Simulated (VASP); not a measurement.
LiF: single point with PBE

The system is LiF.

```
Li F
1.0
     0.00000    2.01400    2.01400
     2.16505    0.00000    2.01400
     2.16505    2.01400    0.00000
Li F
1 1
Direct
  0.00000 0.00000 0.00000
  0.50000 0.50000 0.50000
```

This cell differs from its parent crystal: strain +0.0750 x Voigt [1, 0, 0, 0, 0, 0].

| Item | Value |
| --- | --- |
| Program | VASP 6.6.1 |
| Task | single point |
| Functional | PBE |
| Potentials or basis | VASP PAW PBE potentials, release 64 (Li_sv, F) |
| Cutoff | 520 eV |
| k mesh | 10 × 10 × 10 |
| Occupations | gaussian, width 0.05 eV |
| Spin | no spin polarisation |
| Dipole correction | no |
| Further INCAR settings | ALGO = Normal; EDIFF = 1e-06; NBANDS = 12 |

```
Band gap on the k mesh : 8.38 eV, direct
```

Levels at points of the mesh, in eV from the valence-band top:
| k point | band 1 | band 2 | band 3 | band 4 | band 5 | band 6 | band 7 | band 8 | band 9 | band 10 |
| --- | --- | --- | --- | --- | --- | --- | --- | --- | --- | --- |
| (0.00, 0.00, 0.00) | -41.15 | -19.86 | -0.13 | -0.13 | 0.00 | 8.38 | 22.00 | 23.21 | 23.51 | 23.51 |
| (0.50, 0.00, 0.00) | -41.11 | -19.49 | -2.38 | -0.35 | -0.21 | 10.33 | 15.81 | 17.71 | 18.89 | 28.51 |
| (0.50, 0.50, 0.00) | -41.09 | -19.24 | -2.78 | -1.25 | -0.83 | 14.52 | 15.80 | 16.60 | 18.58 | 19.55 |
| (0.00, 0.50, 0.50) | -41.10 | -19.32 | -2.81 | -0.85 | -0.85 | 13.29 | 16.47 | 16.70 | 20.03 | 20.03 |

Wall time 12 s on 1 thread of Intel(R) Xeon(R) Platinum 8488C (Sapphire Rapids), with other jobs on the host, peak memory 0.13 GiB.

Caveat: the cell differs from its parent crystal (strain +0.0750 x Voigt [1, 0, 0, 0, 0, 0]). A k mesh can miss the band edges.
